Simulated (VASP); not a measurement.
Input of a VASP 6.6.1 run:

File INCAR:

```
PREC = Accurate
ENCUT = 520
EDIFF = 1E-6
ISMEAR = -1
SIGMA = 0.05
LREAL = False
LASPH = True
NELM = 80
ALGO = Normal
ISIF = 2
LWAVE = False
LCHARG = True
GGA = PE
LELF = True
LVHAR = True
NBANDS = 16
```

The input KPOINTS:

```
Automatic mesh
0
Gamma
  10 10 10
```

Contents of POSCAR:

```
GaSb
1.0
   -1.5348727331      2.6388498790      2.8542093822
    1.5348727331     -2.6388498790      2.8542093822
    1.5348727331      2.6388498790     -2.8542093822
Sb Ga
1 1
Direct
    0.5000000000      0.5000000000      0.0000000000
    0.0000000000      0.0000000000      0.0000000000
```

Potentials or basis: VASP PAW PBE potentials, release 64 (Sb, Ga_d).

Launch:

```sh
$ cat potpaw_PBE.64/Sb/POTCAR potpaw_PBE.64/Ga_d/POTCAR > POTCAR
$ mpirun -np 1 vasp_std > vasp.out
```

Q: Predict the pressure.

A: 2.3 GPa.

Q: What does it give for the band gap on the k mesh?

A: Zero (bands 9 and 10 overlap by 4.74 eV).

Stress tensor (GPa, compression positive):
```
3.45 0.00 0.00
0.00 1.85 0.00
0.00 0.00 1.59
```

Caveat: spin-orbit coupling is left out, which moves the levels of the heavy elements.
